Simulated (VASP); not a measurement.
# YSe2 (Immm) in VASP: notebook, part 2 of 2

VASP 6.6.1.

**3. Single point, PBE (25.18 Å³/atom)**

This run uses another cell than the first one, of 25.18 Å³/atom.

INCAR

```
ALGO = Normal ; EDIFF = 1E-7
ENCUT = 520 ; GGA = PE
ISIF = 2 ; ISMEAR = 0
LASPH = True ; LCHARG = False
LREAL = False ; LWAVE = False
NBANDS = 32 ; NELM = 100
PREC = Accurate ; SIGMA = 0.01
```

KPOINTS

```
k-points
0
Gamma
  6 6 6
```

POSCAR

```
YSe2
1.0
   -2.0224638504      2.8214635530      6.6176941133
    2.0224638504     -2.8214635530      6.6176941133
    2.0224638504      2.8214635530     -6.6176941133
Y Se
2 4
Direct
    0.8494990156      0.8494990156      0.0000000000
    0.1505009844      0.1505009844      0.0000000000
    0.7062520812      0.2062520812      0.5000000000
    0.2937479188      0.7937479188      0.5000000000
    0.7883841575      0.5000000000      0.2883841575
    0.2116158425      0.5000000000      0.7116158425
```

Potentials or basis: VASP PAW PBE potentials, release 64 (Y_sv, Se).

On the command line:

```console
> cat potpaw_PBE.64/Y_sv/POTCAR potpaw_PBE.64/Se/POTCAR > POTCAR
> mpirun -np 1 vasp_std > vasp.out
```

OUTCAR:

```text
EDIFF = 1E-7
   ENCUT = 520
   GGA = PE
   ISIF = 2
   ISMEAR = 0
   LASPH = True
   LREAL = False
   NELM = 100
   PREC = Accurate

 ion  position               nearest neighbor table
   1  0.849  0.849  0.000-   3 2.77   3 2.77   4 2.92   4 2.92   5 3.08   6 3.08   6 3.08   5 3.08
                             2 3.98
   2  0.151  0.151  0.000-   4 2.77   4 2.77   3 2.92   3 2.92   6 3.08   5 3.08   6 3.08   5 3.08
                             1 3.98
   3  0.706  0.206  0.500-   1 2.77   1 2.77   2 2.92   2 2.92
   4  0.294  0.794  0.500-   2 2.77   2 2.77   1 2.92   1 2.92
   5  0.788  0.500  0.288-   6 2.39   1 3.08   2 3.08   2 3.08   1 3.08
   6  0.212  0.500  0.712-   5 2.39   2 3.08   1 3.08   1 3.08   2 3.08

  LATTYP: Found a body centered orthorhombic cell.
 ALAT       =     4.0449277008
 B/A-ratio  =     1.3950625384
 C/A-ratio  =     3.2720951289

  Lattice vectors:

 A1 = (  -2.0224638504,   2.8214635530,   6.6176941133)
 A2 = (   2.0224638504,  -2.8214635530,   6.6176941133)
 A3 = (   2.0224638504,   2.8214635530,  -6.6176941133)

Analysis of symmetry for initial positions (statically):
=====================================================================
 Subroutine PRICEL returns:
 Original cell was already a primitive cell.

 Routine SETGRP: Setting up the symmetry group for a
 body centered orthorhombic supercell.

 Subroutine GETGRP returns: Found  8 space group operations
 (whereof  8 operations were pure point group operations)
 out of a pool of  8 trial point group operations.

The static configuration has the point symmetry D_2h.

Analysis of symmetry for dynamics (positions and initial velocities):
=====================================================================
 Subroutine PRICEL returns:
 Original cell was already a primitive cell.

 Routine SETGRP: Setting up the symmetry group for a
 body centered orthorhombic supercell.

 Subroutine GETGRP returns: Found  8 space group operations
 (whereof  8 operations were pure point group operations)
 out of a pool of  8 trial point group operations.

The dynamic configuration has the point symmetry D_2h.

 Subroutine INISYM returns: Found  8 space group operations
 (whereof  8 operations are pure point group operations),
 and found     1 'primitive' translations

----------------------------------------------------------------------------------------

                                     Primitive cell

  volume of cell :     151.0504

  direct lattice vectors                    reciprocal lattice vectors
    -2.022463850  2.821463553  6.617694113     0.000000000  0.177212993  0.075555018
     2.022463850 -2.821463553  6.617694113     0.247223207  0.000000000  0.075555018
     2.022463850  2.821463553 -6.617694113     0.247223207  0.177212993  0.000000000

  length of vectors
     7.472943997  7.472943997  7.472943997     0.192647361  0.258510880  0.304177184

  position of ions in fractional coordinates (direct lattice)
     0.849499016  0.849499016  0.000000000
     0.150500984  0.150500984  0.000000000
     0.706252081  0.206252081  0.500000000
     0.293747919  0.793747919  0.500000000
     0.788384157  0.500000000  0.288384157
     0.211615843  0.500000000  0.711615843
[... 29 lines left out ...]
     0.000000000  0.000000000  0.000000000

 Subroutine IBZKPT returns following result:
 ===========================================

 Found     46 irreducible k-points:

 Following reciprocal coordinates:
            Coordinates               Weight
  0.000000  0.000000  0.000000      1.000000
  0.166667 -0.000000  0.000000      4.000000
  0.333333  0.000000  0.000000      4.000000
  0.500000 -0.000000  0.000000      2.000000
  0.000000  0.166667 -0.000000      4.000000
  0.166667  0.166667  0.000000      8.000000
[... 16 lines left out ...]
 -0.166667  0.166667  0.166667      2.000000
  0.166667  0.333333  0.166667      4.000000
 [... further k-points ...]
   k-points           NKPTS =     46   k-points in BZ     NKDIM =     46   number of bands    NBANDS=     32
   number of dos      NEDOS =    301   number of ions     NIONS =      6
   total plane-waves  NPLWV = 175616
   dimension x,y,z NGX =    56 NGY =   56 NGZ =   56
   dimension x,y,z NGXF=   112 NGYF=  112 NGZF=  112
   ions per type =               2   4
   NGX,Y,Z   is equivalent  to a cutoff of  12.46, 12.46, 12.46 a.u.
   NGXF,Y,Z  is equivalent  to a cutoff of  24.92, 24.92, 24.92 a.u.
 SYSTEM =  unknown system
   PREC   = accura    normal or accurate (medium, high low for compatibility)
   ISTART =      0    job   : 0-new  1-cont  2-samecut
   ICHARG =      2    charge: 1-file 2-atom 10-const
   ISPIN  =      1    spin polarized calculation?
   LNONCOLLINEAR =      F non collinear calculations
   LSORBIT =      F    spin-orbit coupling
   LASPH  =      T    aspherical Exc in radial PAW
   ENCUT  =  520.0 eV  38.22 Ry    6.18 a.u.  13.89 13.89 13.89*2*pi/ulx,y,z
   NELM   =    100;   NELMIN=  2; NELMDL= -5     # of ELM steps
   EDIFF  = 0.1E-06   stopping-criterion for ELM
   LREAL  =      F    real-space projection
   EDIFFG = 0.1E-05   stopping-criterion for IOM
   NSW    =      0    number of steps for IOM
   IBRION =     -1    ionic relax: 0-MD 1-quasi-New 2-CG
   NFREE  =      0    steps in history (QN), initial steepest desc. (CG)
   ISIF   =      2    stress and relaxation
   ISYM   =      2    0-nonsym 1-usesym 2-fastsym
   POTIM  = 0.5000    time-step for ionic-motion
   TEBEG  =    0.0;   TEEND  =   0.0 temperature during run
   PSTRESS=    0.0 pullay stress
   NELECT =      46.0000    total number of electrons
   NUPDOWN=      -1.0000    fix difference up-down
   EMIN   =  10.00;   EMAX   =-10.00  energy-range for DOS
   EFERMI =   0.00;   METHOD = LEGACY
   ISMEAR =     0;   SIGMA  =   0.01  broadening in eV -4-tet -1-fermi 0-gaus
   EFERMI_NEDOS =   21; number of points for ismear=-14 and -15
   IALGO  =     38    algorithm
   IMIX   =      4    mixing-type and parameters
     AMIX     =   0.40;   BMIX     =  1.00
     AMIX_MAG =   1.60;   BMIX_MAG =  1.00
  volume/ion in A,a.u.               =      25.18       169.89
  Fermi-wavevector in a.u.,A,eV,Ry     =   1.101421  2.081384 16.505621  1.213129
  Thomas-Fermi vector in A             =   2.237848
   LORBIT       =      0    0 simple, 1 ext, 2 COOP (PROOUT), +10 PAW based schemes
   GGA     = PE    functional components
   LHFCALC =     F    Hartree Fock is set to
   AEXX    =    0.0000 exact exchange contribution
   IVDW    =     0    specifies the selected vdW correction
   LEPSILON=     F    determine dielectric tensor
   LRPA    =     F    only Hartree local field effects (RPA)
 non-spin polarized calculation
 Gauss-broadening in eV      SIGMA  =   0.01
  energy-cutoff  :      520.00
  volume of cell :      151.05
 maximum number of plane-waves:      4090
   NGX = 27   NGY = 27   NGZ = 27

 number of electron      45.9999998 magnetization

 Free energy of the ion-electron system (eV)
  ---------------------------------------------------
  ext. energy  EPLUGINS =         0.00000000
  ---------------------------------------------------
  free energy    TOTEN  =       -36.19528036 eV

  energy without entropy =      -36.19528036  energy(sigma->0) =      -36.19528036

 E-fermi :   3.6128     XC(G=0):  -9.6221

 val. band max:        3.5060061878   @ k =   0.5000   0.5000   0.5000
 cond. band min:       3.6736826888   @ k =   0.3333  -0.1667   0.1667
 fundamental gap:      0.1676765010
 Fermi energy:         3.6127550463

 k-point     1 :       0.0000    0.0000    0.0000
  band No.  band energies     occupation
      1     -38.9501      2.00000
      2     -38.9426      2.00000
      3     -19.0941      2.00000
      4     -18.9608      2.00000
      5     -18.9261      2.00000
      6     -18.9153      2.00000
[... 829 lines left out ...]
     31       7.9305      0.00000
     32       8.5164      0.00000

 [... further k-points ...]
[... 5 lines left out ...]
  --------------------------------------------------------------------------------------
  -------------------------------------------------------------------------------------
  Total        1.9390463      2.2944970      1.8179216      0.0000000      0.0000000      0.0000000
  in kB       20.5672809     24.3375120     19.2825226      0.0000000      0.0000000      0.0000000
  external PRESSURE =      21.3957718 kB  Pullay stress =       0.0000000 kB

 VOLUME and BASIS-vectors are now :
 -----------------------------------------------------------------------------
  energy-cutoff  :      520.00
  volume of cell :      151.05
      direct lattice vectors                 reciprocal lattice vectors
    -2.022463850  2.821463553  6.617694113     0.000000000  0.177212993  0.075555018
     2.022463850 -2.821463553  6.617694113     0.247223207  0.000000000  0.075555018
     2.022463850  2.821463553 -6.617694113     0.247223207  0.177212993  0.000000000

 POSITION                                       TOTAL-FORCE (eV/Angst)
 -----------------------------------------------------------------------------------
      0.00000      0.00000     11.24345        -0.000000      0.000000      0.123778
      0.00000      0.00000      1.99194        -0.000000      0.000000     -0.123778
      0.00000      2.82146      2.72983         0.000000      0.000000     -0.154507
      2.02246      0.00000      3.88787        -0.000000      0.000000      0.154507
      0.00000      1.62733      6.61769        -0.000000     -0.328827     -0.000000
      2.02246      1.19413      0.00000         0.000000      0.328827      0.000000
 -----------------------------------------------------------------------------------
    total drift:                               -0.000000      0.000000     -0.000000

  FREE ENERGIE OF THE ION-ELECTRON SYSTEM (eV)
  ---------------------------------------------------
  free  energy   TOTEN  =       -36.1952803594 eV

  energy  without entropy=      -36.1952803594  energy(sigma->0) =      -36.19528036
```

OSZICAR:

```text
N       E                     dE             d eps       ncg     rms          rms(c)
DAV:   1     0.265816748396E+03    0.26582E+03   -0.21050E+04  2944   0.131E+03
DAV:   2    -0.154035776395E+02   -0.28122E+03   -0.26982E+03  3696   0.293E+02
DAV:   3    -0.372269175816E+02   -0.21823E+02   -0.21642E+02  4544   0.640E+01
DAV:   4    -0.384820304224E+02   -0.12551E+01   -0.12518E+01  4672   0.129E+01
DAV:   5    -0.385086571823E+02   -0.26627E-01   -0.26624E-01  4128   0.184E+00    0.367E+01
DAV:   6    -0.363897630887E+02    0.21189E+01   -0.41193E+00  3424   0.815E+00    0.260E+01
DAV:   7    -0.363777785856E+02    0.11985E-01   -0.44857E+00  4224   0.809E+00    0.617E+00
DAV:   8    -0.362512643155E+02    0.12651E+00   -0.24485E+00  3368   0.591E+00    0.196E+00
DAV:   9    -0.361936400014E+02    0.57624E-01   -0.29726E-01  3496   0.231E+00    0.503E-01
DAV:  10    -0.361961919044E+02   -0.25519E-02   -0.30787E-02  4288   0.677E-01    0.729E-01
DAV:  11    -0.361952643467E+02    0.92756E-03   -0.67697E-03  3776   0.356E-01    0.221E-01
DAV:  12    -0.361952657716E+02   -0.14249E-05   -0.53525E-04  4152   0.108E-01    0.452E-02
DAV:  13    -0.361952768259E+02   -0.11054E-04   -0.50852E-05  4024   0.328E-02    0.223E-02
DAV:  14    -0.361952803293E+02   -0.35034E-05   -0.16667E-05  3928   0.219E-02    0.270E-02
DAV:  15    -0.361952800752E+02    0.25416E-06   -0.55702E-06  3656   0.107E-02    0.218E-03
DAV:  16    -0.361952802151E+02   -0.13992E-06   -0.83469E-07  3576   0.381E-03    0.493E-03
DAV:  17    -0.361952803277E+02   -0.11264E-06   -0.21302E-07  2936   0.206E-03    0.155E-03
DAV:  18    -0.361952803594E+02   -0.31648E-07   -0.44700E-08  2416   0.104E-03
   1 F= -.36195280E+02 E0= -.36195280E+02  d E =-.789312E-20
```

stdout:

```text
POSCAR found type information on POSCAR Y Se
 POSCAR found :  2 types and       6 ions
 scaLAPACK will be used
 LDA part: xc-table for (Slater+PW92), standard interpolation
 POSCAR, INCAR and KPOINTS ok, starting setup
 FFT: planning ... GRIDC
 FFT: planning ... GRID_SOFT
 FFT: planning ... GRID
 WAVECAR not read
 entering main loop
```

It took 15 min on 1 thread of Intel Xeon 8259CL, shared host; peak memory 0.55 GiB.

What came out:

| Property | Result |
| --- | --- |
| Free energy | -36.1953 eV |
| Pressure | 2.1 GPa |
| Largest force | 0.329 eV/Å |
| Band gap on the k mesh | 0.17 eV (least direct gap 0.79 eV) |

Forces on the atoms (eV/Å):
```
Y    0.000  0.000  0.124
Y    0.000  0.000 -0.124
Se   0.000  0.000 -0.155
Se   0.000  0.000  0.155
Se   0.000 -0.329  0.000
Se   0.000  0.329  0.000
```

Stress tensor (GPa, compression positive):
```
2.06 0.00 0.00
0.00 2.43 0.00
0.00 0.00 1.93
```

Levels at points of the mesh, in eV from the valence-band top:
```tsv
k point	band 21	band 22	band 23	band 24	band 25	band 26
(0.00, 0.00, 0.00)	-0.78	-0.32	-0.19	1.22	2.46	2.80
(0.50, 0.00, 0.00)	-1.35	-0.91	-0.72	0.22	1.18	2.53
(0.00, 0.50, 0.00)	-1.62	-1.24	-1.16	2.50	3.19	3.37
(0.50, 0.50, 0.00)	-1.63	-1.12	-0.92	0.27	2.86	3.36
(0.50, 0.50, 0.50)	-0.79	-0.73	0.00	0.79	2.41	3.00
```

A k mesh can miss the band edges.

**4. Single point, PBE**

This run uses another cell than the first one, of 25.95 Å³/atom.

INCAR

```
SYSTEM = YSe2
PREC = Accurate ; ENCUT = 520
EDIFF = 1E-7 ; ISMEAR = 0
SIGMA = 0.01 ; LREAL = .FALSE.
LASPH = .TRUE. ; NELM = 100
ALGO = Normal ; ISIF = 2
LWAVE = .FALSE. ; LCHARG = .FALSE.
GGA = PE ; NBANDS = 32
```

KPOINTS

```
regular mesh
0
G
  6 6 6
  0 0 0
```

Changes to POSCAR since step 3:

```diff
@@ -2,5 +2,5 @@
 1.0
-   -2.0224638504      2.8214635530      6.6176941133
-    2.0224638504     -2.8214635530      6.6176941133
-    2.0224638504      2.8214635530     -6.6176941133
+   -2.0431026621      2.8502559860      6.6852262685
+    2.0431026621     -2.8502559860      6.6852262685
+    2.0431026621      2.8502559860     -6.6852262685
 Y Se
```

On the command line:

```console
> cat potpaw_PBE.64/Y_sv/POTCAR potpaw_PBE.64/Se/POTCAR > POTCAR
> mpirun -np 1 vasp_std > vasp.out
```

Wall time 15 min (1 thread of Intel Xeon 8259CL, shared host); peak memory 0.57 GiB.

The run converged. Its results:

* Free energy: -36.2266 eV
* Pressure: 0.1 GPa
* Largest force: 0.026 eV/Å
* Band gap on the k mesh: 0.18 eV (least direct gap 0.80 eV)

Forces in eV/Å, atoms in the order of the input:
```
Y    0.000  0.000  0.001
Y    0.000  0.000 -0.001
Se   0.000  0.000 -0.002
Se   0.000  0.000  0.002
Se   0.000 -0.026  0.000
Se   0.000  0.026  0.000
```

Levels at points of the mesh, in eV from the valence-band top:
| k point | band 19 | band 20 | band 21 | band 22 | band 23 | band 24 | band 25 | band 26 | band 27 | band 28 |
| --- | --- | --- | --- | --- | --- | --- | --- | --- | --- | --- |
| (0.00, 0.00, 0.00) | -1.22 | -0.86 | -0.75 | -0.30 | -0.19 | 1.27 | 2.46 | 2.74 | 3.10 | 3.30 |
| (0.50, 0.00, 0.00) | -1.80 | -1.60 | -1.29 | -0.86 | -0.70 | 0.23 | 1.22 | 2.53 | 3.24 | 3.29 |
| (0.00, 0.50, 0.00) | -2.25 | -2.04 | -1.56 | -1.20 | -1.11 | 2.47 | 3.15 | 3.33 | 3.83 | 3.86 |
| (0.50, 0.50, 0.00) | -1.93 | -1.79 | -1.55 | -1.08 | -0.88 | 0.28 | 2.84 | 3.29 | 3.48 | 3.64 |
| (0.50, 0.50, 0.50) | -1.82 | -1.56 | -0.74 | -0.70 | 0.00 | 0.84 | 2.42 | 2.92 | 3.04 | 3.79 |

A k mesh can miss the band edges.

**5. Single point, PBE (26.73 Å³/atom)**

This run uses another cell than the first one, of 26.73 Å³/atom.

INCAR

```
PREC = Accurate
ENCUT = 520
EDIFF = 1E-6
ISMEAR = 0
SIGMA = 0.01
LREAL = False
LASPH = True
NELM = 80
ALGO = Normal
ISIF = 2
LWAVE = False
LCHARG = True
GGA = PE
LELF = True
LVHAR = True
NBANDS = 32
```

KPOINTS

```
regular mesh
0
Gamma
  6 6 6
```

Changes to POSCAR since step 4:

```diff
@@ -2,5 +2,5 @@
 1.0
-   -2.0431026621      2.8502559860      6.6852262685
-    2.0431026621     -2.8502559860      6.6852262685
-    2.0431026621      2.8502559860     -6.6852262685
+   -2.0633327170      2.8784781777      6.7514209326
+    2.0633327170     -2.8784781777      6.7514209326
+    2.0633327170      2.8784781777     -6.7514209326
 Y Se
```

On the command line:

```console
> cat potpaw_PBE.64/Y_sv/POTCAR potpaw_PBE.64/Se/POTCAR > POTCAR
> mpirun -np 1 vasp_std > vasp.out
```

Run time: 16 min. Hardware: 1 thread of Intel Xeon 8259CL, shared host; peak memory 0.62 GiB.

The run converged. Its results:

* Free energy: -36.2016 eV
* Pressure: -1.7 GPa
* Largest force: 0.245 eV/Å
* Band gap on the k mesh: 0.19 eV (least direct gap 0.79 eV)

Forces in eV/Å, atoms in the order of the input:
```
Y    0.000  0.000 -0.110
Y    0.000  0.000  0.110
Se   0.000  0.000  0.137
Se   0.000  0.000 -0.137
Se   0.000  0.245  0.000
Se   0.000 -0.245  0.000
```

Stress tensor (GPa, compression positive):
```
-1.69  0.00  0.00
 0.00 -1.89  0.00
 0.00  0.00 -1.61
```

Levels at points of the mesh, in eV from the valence-band top:
```csv
k point,band 19,band 20,band 21,band 22,band 23,band 24,band 25,band 26,band 27,band 28
"(0.00, 0.00, 0.00)",-1.18,-0.83,-0.73,-0.29,-0.19,1.31,2.45,2.68,2.98,3.26
"(0.50, 0.00, 0.00)",-1.72,-1.54,-1.24,-0.83,-0.67,0.24,1.26,2.53,3.19,3.22
"(0.00, 0.50, 0.00)",-2.17,-1.96,-1.51,-1.16,-1.07,2.45,3.10,3.29,3.73,3.75
"(0.50, 0.50, 0.00)",-1.85,-1.71,-1.47,-1.05,-0.85,0.29,2.82,3.22,3.43,3.58
"(0.50, 0.50, 0.50)",-1.75,-1.50,-0.70,-0.68,0.00,0.89,2.43,2.84,3.00,3.67
```

A k mesh can miss the band edges.

**6. The runs side by side**

```csv
cell,gap on the mesh (eV),pressure (GPa),largest force (eV/Å)
"a = 7.395 Å, angles 148.6, 135.6, 55.4°, 6 atoms",0.15,4.6,0.67
"a = 7.473 Å, angles 148.6, 135.6, 55.4°, 6 atoms",0.17,2.1,0.33
"a = 7.549 Å, angles 148.6, 135.6, 55.4°, 6 atoms",0.18,0.1,0.03
"a = 7.624 Å, angles 148.6, 135.6, 55.4°, 6 atoms",0.19,-1.7,0.24
```

Alike in all rows: task single point; level PBE; potentials or basis VASP PAW PBE potentials, release 64 (Y_sv, Se); no spin polarisation; k mesh 6 × 6 × 6; cutoff (eV) 520; smearing gaussian 0.01 eV.

Caveats: the cell stands under pressure (at least some runs).

Absolute energies hang on the potentials; compare differences alone.
